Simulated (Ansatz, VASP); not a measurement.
Two plane-wave programs on NaF

```
Na F
1.0
     0.02531    2.55657    2.55657
     2.55657    0.02531    2.55657
     2.55657    2.55657    0.02531
Na F
1 1
Direct
  0.00111 0.00111 0.00111
  0.24889 0.24889 0.24889
```

Change from the starting cell: shear_111 strain +1.5%.

Alike in both runs: task single point; functional PBE; k mesh 8 × 8 × 8; occupations fermi-dirac, width 0.02 eV; no spin polarisation.

|  | VASP | Ansatz |
| --- | --- | --- |
| version | VASP 6.6.1 | Ansatz 0.2.0 |
| potentials or method | VASP PAW PBE potentials, release 64 (Na_pv, F) | plane waves, PAW |
| plane-wave cutoff (eV) | 520 | 420 |
| valence electrons in the cell | 14 | 16 |

|  | VASP | Ansatz | Ansatz less VASP |
| --- | --- | --- | --- |
| gap on the k mesh at the Fermi level (eV) | 5.55 | 5.57 | +0.015 |
| pressure (GPa) | 1.3 | 1.4 | +0.03 |
| traceless stress, the component that is largest in VASP (GPa) | -0.14 | -0.14 | +0.001 |

VASP's potentials hold 14 valence electrons a cell and Ansatz's 16, so a difference there can come from the potentials and not from the codes.
